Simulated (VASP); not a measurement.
Here is a VASP 6.6.1 calculation.

File POSCAR:

```
Mg2Sn
1.0
    0.0000000000      3.3799352829      3.3799352829
    3.3799352829      0.0000000000      3.3799352829
    3.3799352829      3.3799352829      0.0000000000
Sn Mg
1 2
Direct
    0.0000000000      0.0000000000      0.0000000000
    0.2500000000      0.2500000000      0.2500000000
    0.7500000000      0.7500000000      0.7500000000
```

The input INCAR.step1:

```
SYSTEM = Mg2Sn
PREC = Accurate ; ENCUT = 600
EDIFF = 1E-5 ; ISMEAR = -1
SIGMA = 0.02 ; LREAL = .False.
LASPH = .True. ; NELM = 120
ALGO = Normal ; LWAVE = .True.
LCHARG = .False. ; GGA = PE
NBANDS = 16 ; GGA_COMPAT = .False.
IBRION = 2 ; ISIF = 3
EDIFFG = -0.005 ; NELMIN = 4
NSW = 100
```

INCAR.step2

```
SYSTEM = Mg2Sn
PREC = Accurate ; ENCUT = 600
EDIFF = 1E-7 ; ISMEAR = -1
SIGMA = 0.02 ; LREAL = .False.
LASPH = .True. ; NELM = 120
ALGO = Normal ; ISIF = 3
LWAVE = .False. ; LCHARG = .False.
GGA = PE ; LHFCALC = .True.
HFSCREEN = 0.2079 ; PRECFOCK = Normal
IBRION = 2 ; NSW = 80
EDIFFG = -0.005 ; ISTART = 1
GGA_COMPAT = .False. ; NELMIN = 4
```

KPOINTS

```
Automatic mesh
0
Gamma
  4 4 4
  0 0 0
```

Potentials or basis: VASP PAW PBE potentials, release 64 (Sn_d, Mg).

Launch:

```console
$ cat potpaw_PBE.64/Sn_d/POTCAR potpaw_PBE.64/Mg/POTCAR > POTCAR
$ cp INCAR.step1 INCAR
$ mpirun -np 1 vasp_std > vasp.out
$ cp INCAR.step2 INCAR
$ mpirun -np 1 vasp_std > vasp.out
```

Question: What does it give for the relaxed cell?

Answer: a = 4.777 Å, b = 4.777 Å, c = 4.777 Å, α = 60.00°, β = 60.00°, γ = 60.00°.

Question: Predict the relaxed volume.

Answer: 25.69 Å³/atom.

Final structure:
```
Sn Mg
1.0
     0.00000    3.37765    3.37765
     3.37765    0.00000    3.37765
     3.37765    3.37765    0.00000
Sn Mg
1 2
Cartesian
  0.0000 3.3777 3.3777
  1.6888 1.6888 1.6888
  5.0665 5.0665 5.0665
```

Caveat: the k points lie up to 0.40 Å⁻¹ apart in the final cell; the structure was generated, so it needn't be the stable form of Mg2Sn; the PAW data sets were made with another functional, which shifts forces and pressure a little.
